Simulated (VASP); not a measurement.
# AlNi in VASP: further runs

AlNi is run at these levels: PBE; tasks: single point.

Everything below comes from runs of VASP 6.6.1. Logs are shortened: lines on timing, memory, paths and dates and some standing lists are left out, and cuts for length are marked.

**1. The cell of the first run**

The structure is cubic, space group Pm-3m (No. 221). Conventional cell: a = 2.881 Å, b = 2.881 Å, c = 2.881 Å, α = 90.00°, β = 90.00°, γ = 90.00°. Al (site symmetry m-3m) has 8 Ni at 2.50 Å and 6 Al at 2.88 Å within 3.3 Å. Ni (site symmetry m-3m) has 8 Al at 2.50 Å and 6 Ni at 2.88 Å within 3.3 Å.

**2. Single point, PBE, collinear spin, ferromagnetic start**

Contents of INCAR:

```
ALGO     = Normal         # electronic algorithm
EDIFF    = 1E-6           # SCF threshold, eV
ENCUT    = 520            # plane-wave cutoff, eV
GGA      = PE             # functional
ISIF     = 2              # what is computed and relaxed
ISMEAR   = -1             # smearing method
ISPIN    = 2              # spin polarisation
LASPH    = True           # aspherical terms in the spheres
LCHARG   = False          # write CHGCAR
LMAXMIX  = 4              # l up to which the mixer works
LORBIT   = 11             # projections on sites
LREAL    = False          # projectors in reciprocal space
LWAVE    = False          # write WAVECAR
MAGMOM   = 0 1.5          # initial moments
NBANDS   = 18             # bands
NELM     = 150            # most SCF steps
PREC     = Accurate       # precision mode
SIGMA    = 0.1            # smearing width, eV
```

Contents of KPOINTS:

```
k-points
0
Gamma
  10 10 10
```

Contents of POSCAR:

```
AlNi
1.0
    2.8810000000      0.0000000000      0.0000000000
    0.0000000000      2.8810000000      0.0000000000
    0.0000000000      0.0000000000      2.8810000000
Al Ni
1 1
Direct
    0.0000000000      0.0000000000      0.0000000000
    0.5000000000      0.5000000000      0.5000000000
```

Potentials or basis: VASP PAW PBE potentials, release 64 (Al, Ni).

On the command line:

```bash
$ cat potpaw_PBE.64/Al/POTCAR potpaw_PBE.64/Ni/POTCAR > POTCAR
$ mpirun -np 1 vasp_std > vasp.out
```

OUTCAR:

```text
EDIFF = 1E-6
   ENCUT = 520
   GGA = PE
   ISIF = 2
   ISMEAR = -1
   ISPIN = 2
   LASPH = True
   LORBIT = 11
   LREAL = False
   NELM = 150
   PREC = Accurate

 ion  position               nearest neighbor table
   1  0.000  0.000  0.000-   2 2.50   2 2.50   2 2.50   2 2.50   2 2.50   2 2.50   2 2.50   2 2.50

   2  0.500  0.500  0.500-   1 2.50   1 2.50   1 2.50   1 2.50   1 2.50   1 2.50   1 2.50   1 2.50

  LATTYP: Found a simple cubic cell.
 ALAT       =     2.8810000000

  Lattice vectors:

 A1 = (   2.8810000000,   0.0000000000,   0.0000000000)
 A2 = (   0.0000000000,   2.8810000000,   0.0000000000)
 A3 = (   0.0000000000,   0.0000000000,   2.8810000000)

Analysis of symmetry for initial positions (statically):
=====================================================================
 Subroutine PRICEL returns:
 Original cell was already a primitive cell.

 Routine SETGRP: Setting up the symmetry group for a
 simple cubic supercell.

 Subroutine GETGRP returns: Found 48 space group operations
 (whereof 48 operations were pure point group operations)
 out of a pool of 48 trial point group operations.

The static configuration has the point symmetry O_h .

Analysis of symmetry for dynamics (positions and initial velocities):
=====================================================================
 Subroutine PRICEL returns:
 Original cell was already a primitive cell.

 Routine SETGRP: Setting up the symmetry group for a
 simple cubic supercell.

 Subroutine GETGRP returns: Found 48 space group operations
 (whereof 48 operations were pure point group operations)
 out of a pool of 48 trial point group operations.

The dynamic configuration has the point symmetry O_h .

Analysis of structural, dynamic, and magnetic symmetry:
=====================================================================
 Subroutine PRICEL returns:
 Original cell was already a primitive cell.

 Routine SETGRP: Setting up the symmetry group for a
 simple cubic supercell.

 Subroutine GETGRP returns: Found 48 space group operations
 (whereof 48 operations were pure point group operations)
 out of a pool of 48 trial point group operations.

The overall configuration has the point symmetry O_h .

 Subroutine INISYM returns: Found 48 space group operations
 (whereof 48 operations are pure point group operations),
 and found     1 'primitive' translations

----------------------------------------------------------------------------------------

                                     Primitive cell

  volume of cell :      23.9128

  direct lattice vectors                    reciprocal lattice vectors
     2.881000000  0.000000000  0.000000000     0.347101701  0.000000000  0.000000000
     0.000000000  2.881000000  0.000000000     0.000000000  0.347101701  0.000000000
     0.000000000  0.000000000  2.881000000     0.000000000  0.000000000  0.347101701

  length of vectors
     2.881000000  2.881000000  2.881000000     0.347101701  0.347101701  0.347101701

  position of ions in fractional coordinates (direct lattice)
     0.000000000  0.000000000  0.000000000
     0.500000000  0.500000000  0.500000000

  ion indices of the primitive-cell ions
   primitive index   ion index
                 1           1
                 2           2

----------------------------------------------------------------------------------------

 KPOINTS: k-points

Automatic generation of k-mesh.
 Grid dimensions read from file:
 generate k-points for:   10   10   10

 Generating k-lattice:

  Cartesian coordinates                     Fractional coordinates (reciprocal lattice)
     0.034710170  0.000000000  0.000000000     0.100000000  0.000000000  0.000000000
     0.000000000  0.034710170  0.000000000     0.000000000  0.100000000  0.000000000
     0.000000000  0.000000000  0.034710170     0.000000000  0.000000000  0.100000000

  Length of vectors
     0.034710170  0.034710170  0.034710170

  Shift w.r.t. Gamma in fractional coordinates (k-lattice)
     0.000000000  0.000000000  0.000000000

 Subroutine IBZKPT returns following result:
 ===========================================

 Found     56 irreducible k-points:

 Following reciprocal coordinates:
            Coordinates               Weight
  0.000000  0.000000  0.000000      1.000000
  0.100000  0.000000  0.000000      6.000000
  0.200000  0.000000  0.000000      6.000000
  0.300000  0.000000  0.000000      6.000000
  0.400000  0.000000  0.000000      6.000000
  0.500000  0.000000  0.000000      3.000000
[... 16 lines left out ...]
  0.200000  0.100000  0.100000     24.000000
  0.300000  0.100000  0.100000     24.000000
 [... further k-points ...]
   k-points           NKPTS =     56   k-points in BZ     NKDIM =     56   number of bands    NBANDS=     18
   number of dos      NEDOS =    301   number of ions     NIONS =      2
   total plane-waves  NPLWV =  13824
   dimension x,y,z NGX =    24 NGY =   24 NGZ =   24
   dimension x,y,z NGXF=    48 NGYF=   48 NGZF=   48
   ions per type =               1   1
   NGX,Y,Z   is equivalent  to a cutoff of  13.85, 13.85, 13.85 a.u.
   NGXF,Y,Z  is equivalent  to a cutoff of  27.70, 27.70, 27.70 a.u.
 SYSTEM =  unknown system
   PREC   = accura    normal or accurate (medium, high low for compatibility)
   ISTART =      0    job   : 0-new  1-cont  2-samecut
   ICHARG =      2    charge: 1-file 2-atom 10-const
   ISPIN  =      2    spin polarized calculation?
   LNONCOLLINEAR =      F non collinear calculations
   LSORBIT =      F    spin-orbit coupling
   LASPH  =      T    aspherical Exc in radial PAW
   ENCUT  =  520.0 eV  38.22 Ry    6.18 a.u.   5.36  5.36  5.36*2*pi/ulx,y,z
   NELM   =    150;   NELMIN=  2; NELMDL= -5     # of ELM steps
   EDIFF  = 0.1E-05   stopping-criterion for ELM
   LREAL  =      F    real-space projection
   EDIFFG = 0.1E-04   stopping-criterion for IOM
   NSW    =      0    number of steps for IOM
   IBRION =     -1    ionic relax: 0-MD 1-quasi-New 2-CG
   NFREE  =      0    steps in history (QN), initial steepest desc. (CG)
   ISIF   =      2    stress and relaxation
   ISYM   =      2    0-nonsym 1-usesym 2-fastsym
   POTIM  = 0.5000    time-step for ionic-motion
   TEBEG  =    0.0;   TEEND  =   0.0 temperature during run
   PSTRESS=    0.0 pullay stress
   NELECT =      13.0000    total number of electrons
   NUPDOWN=      -1.0000    fix difference up-down
   EMIN   =  10.00;   EMAX   =-10.00  energy-range for DOS
   EFERMI =   0.00;   METHOD = LEGACY
   ISMEAR =    -1;   SIGMA  =   0.10  broadening in eV -4-tet -1-fermi 0-gaus
   EFERMI_NEDOS =   21; number of points for ismear=-14 and -15
   IALGO  =     38    algorithm
   IMIX   =      4    mixing-type and parameters
     AMIX     =   0.40;   BMIX     =  1.00
     AMIX_MAG =   1.60;   BMIX_MAG =  1.00
  volume/ion in A,a.u.               =      11.96        80.69
  Fermi-wavevector in a.u.,A,eV,Ry     =   1.336122  2.524904 24.289410  1.785221
  Thomas-Fermi vector in A             =   2.464773
   LORBIT       =     11    0 simple, 1 ext, 2 COOP (PROOUT), +10 PAW based schemes
   GGA     = PE    functional components
   LHFCALC =     F    Hartree Fock is set to
   AEXX    =    0.0000 exact exchange contribution
   IVDW    =     0    specifies the selected vdW correction
   LEPSILON=     F    determine dielectric tensor
   LRPA    =     F    only Hartree local field effects (RPA)
 spin polarized calculation
  energy-cutoff  :      520.00
  volume of cell :       23.91
 maximum number of plane-waves:       661
 NGX is ok and might be reduce to    24
   NGX = 11   NGY = 11   NGZ = 11

 number of electron      13.0000015 magnetization      -0.0208534

 number of electron      13.0000015 magnetization       0.0004204

 Free energy of the ion-electron system (eV)
  ---------------------------------------------------
  ext. energy  EPLUGINS =         0.00000000
  ---------------------------------------------------
  free energy    TOTEN  =       -10.55285067 eV

  energy without entropy =      -10.52826155  energy(sigma->0) =      -10.54055611

 E-fermi :  10.0393     XC(G=0): -12.0483

 val. band max:       10.0172145273   @ k =   0.4000   0.4000   0.2000
 cond. band min:      10.1118203297   @ k =   0.4000   0.3000   0.2000
 fundamental gap:      0.0946058024
 Fermi energy:        10.0393060247

 spin component 1

 k-point     1 :       0.0000    0.0000    0.0000
  band No.  band energies     occupation
      1      -1.1118      1.00000
      2       6.7993      1.00000
      3       6.7993      1.00000
      4       8.4842      1.00000
      5       8.4842      1.00000
      6       8.4842      1.00000
[... 10 lines left out ...]
     17      33.3676      0.00000
     18      33.3676      0.00000
[... 463 lines left out ...]
 k-point    24 :       0.3000    0.1000    0.1000
  band No.  band energies     occupation
      1       0.8576      1.00000
      2       6.1811      1.00000
      3       7.1198      1.00000
      4       7.8940      1.00000
      5       7.9742      1.00000
      6       8.3982      1.00000
[... 10 lines left out ...]
     17      31.0594      0.00000
     18      35.3402      0.00000

 [... further k-points ...]

 spin component 2

 k-point     1 :       0.0000    0.0000    0.0000
  band No.  band energies     occupation
      1      -1.1119      1.00000
      2       6.7993      1.00000
      3       6.7993      1.00000
      4       8.4844      1.00000
      5       8.4844      1.00000
      6       8.4844      1.00000
[... 10 lines left out ...]
     17      33.3674      0.00000
     18      33.3674      0.00000
[... 463 lines left out ...]
 k-point    24 :       0.3000    0.1000    0.1000
  band No.  band energies     occupation
      1       0.8575      1.00000
      2       6.1811      1.00000
      3       7.1198      1.00000
      4       7.8941      1.00000
      5       7.9744      1.00000
      6       8.3983      1.00000
[... 10 lines left out ...]
     17      31.0593      0.00000
     18      35.3401      0.00000

 [... further k-points ...]
[... 5 lines left out ...]
  --------------------------------------------------------------------------------------
  -------------------------------------------------------------------------------------
  Total        0.3047383      0.3047383      0.3047383     -0.0000000      0.0000000     -0.0000000
  in kB       20.4177514     20.4177514     20.4177514     -0.0000000      0.0000000     -0.0000000
  external PRESSURE =      20.4177514 kB  Pullay stress =       0.0000000 kB

 VOLUME and BASIS-vectors are now :
 -----------------------------------------------------------------------------
  energy-cutoff  :      520.00
  volume of cell :       23.91
      direct lattice vectors                 reciprocal lattice vectors
     2.881000000  0.000000000  0.000000000     0.347101701  0.000000000  0.000000000
     0.000000000  2.881000000  0.000000000     0.000000000  0.347101701  0.000000000
     0.000000000  0.000000000  2.881000000     0.000000000  0.000000000  0.347101701

 POSITION                                       TOTAL-FORCE (eV/Angst)
 -----------------------------------------------------------------------------------
      0.00000      0.00000      0.00000         0.000000      0.000000      0.000000
      1.44050      1.44050      1.44050         0.000000      0.000000      0.000000
 -----------------------------------------------------------------------------------
    total drift:                                0.000000      0.000000     -0.000000

  FREE ENERGIE OF THE ION-ELECTRON SYSTEM (eV)
  ---------------------------------------------------
  free  energy   TOTEN  =       -10.5528506657 eV

  energy  without entropy=      -10.5282615547  energy(sigma->0) =      -10.54055611

 total charge

# of ion       s       p       d       tot
------------------------------------------
    1        0.384   0.414   0.000   0.798
    2        0.475   0.516   8.474   9.465
--------------------------------------------------
tot          0.859   0.930   8.474  10.263

 magnetization (x)

# of ion       s       p       d       tot
------------------------------------------
    1        0.000   0.000   0.000   0.000
    2       -0.000  -0.000   0.000   0.000
--------------------------------------------------
tot          0.000  -0.000   0.000   0.000
```

Wall time 15 s (1 thread of Intel Xeon 6975P-C (Granite Rapids), shared host); peak memory 0.17 GiB.

Results:

| Property | Result |
| --- | --- |
| Free energy | -10.5529 eV |
| Pressure | 2.0 GPa |
| Net moment | 0.00 μB per cell |
| Valence electrons inside the program's atomic spheres | Al 0.80; Ni 9.46 |

Caveat: the starting moments collapsed, and a magnetic state may lie lower.

(Continued in part 2 of 2.)
